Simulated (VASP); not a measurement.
The system is Si.

```
Si
1.0
     0.00000    2.61242    2.80229
     2.61242    0.00000    2.80229
     2.61242    2.61242    0.00000
Si
2
Direct
  0.00000 0.00000 0.00000
  0.25000 0.25000 0.25000
```

This cell differs from its parent crystal: epitaxial xy strain -4.0%.

Base run:

| Property | Result |
| --- | --- |
| Program | VASP 6.6.1 |
| Functional | r2SCAN |
| Potentials or basis | VASP PAW PBE potentials, release 64 (Si) |
| Cutoff | 520 eV |
| k mesh | 8 × 8 × 8 |
| Occupations | fermi-dirac, width 0.02 eV |
| Spin | no spin polarisation |

Its results: band gap on the k mesh 0.33 eV, indirect (least direct gap 2.51 eV); pressure 5.3 GPa.

Question: The run is repeated on the same cell with these changes: functional from r2SCAN to PBE. What comes out?

Answer: Band gap on the k mesh 0.15 eV, indirect (least direct gap 2.34 eV); pressure 6.7 GPa.

r2SCAN gives the wider gap, since meta-GGAs in the generalised Kohn-Sham scheme recover part of the derivative discontinuity.

Caveats: the PAW data sets were made with another functional, which shifts forces and pressure a little (some runs).

A k mesh can miss the band edges.
